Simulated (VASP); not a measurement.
Write the native input for VASP 6.6.1 that does the following.

```
Task                   : single point
Functional             : LDA
Potentials or basis    : VASP PAW LDA potentials, release 64 (S, Na_pv)
Cutoff                 : 500 eV
k mesh                 : 7 × 7 × 7
Occupations            : fermi-dirac, width 0.05 eV
Spin                   : no spin polarisation
Dipole correction      : no
Further INCAR settings : ALGO = Normal; EDIFF = 1e-06; NBANDS = 17
```

The structure of Na2S lies in POSCAR:

```
Na2S
1.0
    0.0000000000      3.2951794397      3.2951794397
    3.2951794397      0.0000000000      3.2951794397
    3.2951794397      3.2951794397      0.0000000000
S Na
1 2
Direct
    0.0000000000      0.0000000000      0.0000000000
    0.7500000000      0.7500000000      0.7500000000
    0.2500000000      0.2500000000      0.2500000000
```

The input as run:

INCAR

```
ALGO = Normal
EDIFF = 1E-6
ENCUT = 500
GGA_COMPAT = False
ISIF = 2
ISMEAR = -1
LASPH = True
LCHARG = False
LREAL = False
LWAVE = False
NBANDS = 17
NELM = 120
PREC = Accurate
SIGMA = 0.05
```

KPOINTS

```
k-points
0
Gamma
  7 7 7
```

Potentials or basis: VASP PAW LDA potentials, release 64 (S, Na_pv).

Command:

```sh
$ cat potpaw_LDA.64/S/POTCAR potpaw_LDA.64/Na_pv/POTCAR > POTCAR
$ mpirun -np 1 vasp_std > vasp.out
```

Results of the run:

```json
{
 "Pressure": "-2.6 GPa",
 "Band gap on the k mesh": "2.18 eV"
}
```

Wall time 8.7 s on 1 thread of Intel(R) Xeon(R) 6975P-C (Granite Rapids), on a shared host, peak memory 0.17 GiB.
